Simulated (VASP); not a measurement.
Se, 1 atom in the cell. The structure is cubic, space group Fm-3m (No. 225). Conventional cell: a = 4.118 Å, b = 4.118 Å, c = 4.118 Å, α = 90.00°, β = 90.00°, γ = 90.00°. Within 3.8 Å of Se (site symmetry m-3m) lie 12 Se at 2.91 Å.  This cell differs from its parent crystal: volume scaled by 0.92.

* Program: VASP 6.6.1
* Task: single point
* Functional: LDA
* Potentials or basis: VASP PAW LDA potentials, release 64 (Se)
* Cutoff: 520 eV
* k mesh: 14 × 14 × 14
* Occupations: fermi-dirac, width 0.1 eV
* Spin: no spin polarisation
* Dipole correction: no
* Further INCAR settings: ALGO = Normal; EDIFF = 1e-07; NBANDS = 9

Potentials or basis: VASP PAW LDA potentials, release 64 (Se).

Launch:

```bash
$ cat potpaw_LDA.64/Se/POTCAR > POTCAR
$ mpirun -np 1 vasp_std > vasp.out
```

Hardware: 1 thread of Intel(R) Xeon(R) 6975P-C (Granite Rapids) (shared host).

Estimate the wall time of this run.

Run time: 4.2 s on 1 thread of Intel(R) Xeon(R) 6975P-C (Granite Rapids), with other jobs on the host, peak memory 0.13 GiB. Counts: scf iterations 10, k points 104.
